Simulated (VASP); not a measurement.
## Ga3As2P: single point with PBE

Ga3As2P:

```
Ga P As
1.0
    -1.93745    1.93745    8.21992
     1.93745   -1.93745    8.21992
     1.93745    1.93745   -8.21992
Ga P As
3 1 2
Direct
  0.00000 0.00000 0.00000
  0.66667 0.66667 0.00000
  0.33333 0.33333 0.00000
  0.25000 0.75000 0.50000
  0.58333 0.08333 0.50000
  0.91667 0.41667 0.50000
```

- Program: VASP 6.6.1
- Task: single point
- Functional: PBE
- Potentials or basis: VASP PAW PBE potentials, release 64 (Ga_d, P, As)
- Cutoff: 520 eV
- k mesh: 6 × 6 × 6
- Occupations: gaussian, width 0.1 eV
- Spin: no spin polarisation
- Dipole correction: no
- Further INCAR settings: ALGO = Normal; EDIFF = 1e-06; NBANDS = 36

```yaml
Pressure: 8.5 GPa
Largest_force: 0.870 eV/Å
Band_gap_on_the_k_mesh: 1.37 eV, indirect (least direct gap 1.40 eV)
```

Forces on the atoms (eV/Å):
```
Ga   0.000  0.000  0.000
Ga   0.000  0.000  0.870
Ga   0.000  0.000 -0.870
P    0.000  0.000  0.000
As   0.000  0.000  0.066
As   0.000  0.000 -0.066
```

Stress tensor (GPa, compression positive):
```
8.63 0.00 0.00
0.00 8.63 0.00
0.00 0.00 8.38
```

Levels at points of the mesh, in eV from the valence-band top:
```csv
k point,band 25,band 26,band 27,band 28,band 29,band 30
"(0.00, 0.00, 0.00)",-0.01,0.00,0.00,1.40,1.53,1.59
"(0.50, 0.00, 0.00)",-1.25,-1.23,-1.19,1.39,2.74,2.84
"(0.50, 0.50, 0.00)",-3.48,-2.89,-2.89,1.41,1.66,3.31
"(0.50, 0.50, 0.50)",-1.17,-1.04,-1.04,1.41,1.66,2.56
```

Run time: 4.7 min on 1 thread of AMD EPYC 9R45 96-Core Processor (Zen 5) (shared host), peak memory 0.6 GiB.

A k mesh can miss the band edges. PBE gaps usually lie below the measured ones, often by a third to a half.
